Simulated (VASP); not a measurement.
A run of VASP 6.6.1 is set up as follows.

INCAR

```
PREC = Accurate
ENCUT = 520
EDIFF = 1E-6
ISMEAR = 0
SIGMA = 0.05
LREAL = False
LASPH = True
NELM = 80
ALGO = Normal
ISIF = 2
LWAVE = False
LCHARG = False
GGA = PE
NBANDS = 25
```

File KPOINTS:

```
Automatic mesh
0
Gamma
  6 6 10
```

POSCAR

```
SiO2
1.0
    3.9974087663      0.0000000000      0.0000000000
    0.0000000000      3.9974087663      0.0000000000
    0.0000000000      0.0000000000      2.7785988334
Si O
2 4
Direct
    0.5000000000      0.5000000000      0.5000000000
    0.0000000000      0.0000000000      0.0000000000
    0.6930127928      0.6930127928      0.0000000000
    0.1930127928      0.8069872072      0.5000000000
    0.3069872072      0.3069872072      0.0000000000
    0.8069872072      0.1930127928      0.5000000000
```

Potentials or basis: VASP PAW PBE potentials, release 64 (Si, O).

The run is started by

```sh
$ cat potpaw_PBE.64/Si/POTCAR potpaw_PBE.64/O/POTCAR > POTCAR
$ mpirun -np 1 vasp_std > vasp.out
```

**Question.** Estimate the pressure.

**Answer.** 26.6 GPa.

**Question.** Predict the largest force.

**Answer.** 0.932 eV/Å.

Forces on the atoms (eV/Å):
```
Si   0.000  0.000  0.000
Si   0.000  0.000  0.000
O    0.659  0.659  0.000
O    0.659 -0.659  0.000
O   -0.659 -0.659  0.000
O   -0.659  0.659  0.000
```

Caveat: the cell stands under pressure.
